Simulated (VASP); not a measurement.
Runs of VASP 6.6.1 on ScAl3. The structure is that of space group R-3m (No. 166), or close to it. The cells are those of the table. 

```tsv
cell	further INCAR settings	gap on the mesh (eV)	pressure (GPa)
a = 4.186 Å, angles 75.7°, 4 atoms	ALGO = Fast; EDIFF = 1e-06; NBANDS = 18	none	(b)
a = 4.281 Å, angles 105.7°, 4 atoms	ALGO = Fast; EDIFF = 1e-07; NBANDS = 18	none	16.3
a = 4.094 Å, angles 95.9°, 4 atoms	ALGO = Fast; EDIFF = 1e-06; NBANDS = 18	none	3.4
a = 4.570 Å, angles 60.0°, 4 atoms	ALGO = Fast; EDIFF = 1e-06; NBANDS = 18	none	61.8
a = 4.169 Å, angles 101.4°, 4 atoms	ALGO = Fast; EDIFF = 1e-06; NBANDS = 18	none	(a)
```

Alike in all rows: task single point; level PBEsol; potentials or basis VASP PAW PBE potentials, release 64 (Sc_sv, Al); no spin polarisation; k mesh 14 × 14 × 14; cutoff (eV) 520; smearing gaussian 0.15 eV.

Fill in the values left out.

(a) 10.8; (b) 17.7.

Caveats: the PAW data sets were made with another functional, which shifts forces and pressure a little.

A gap of «none» marks levels without a gap at the run's occupations.
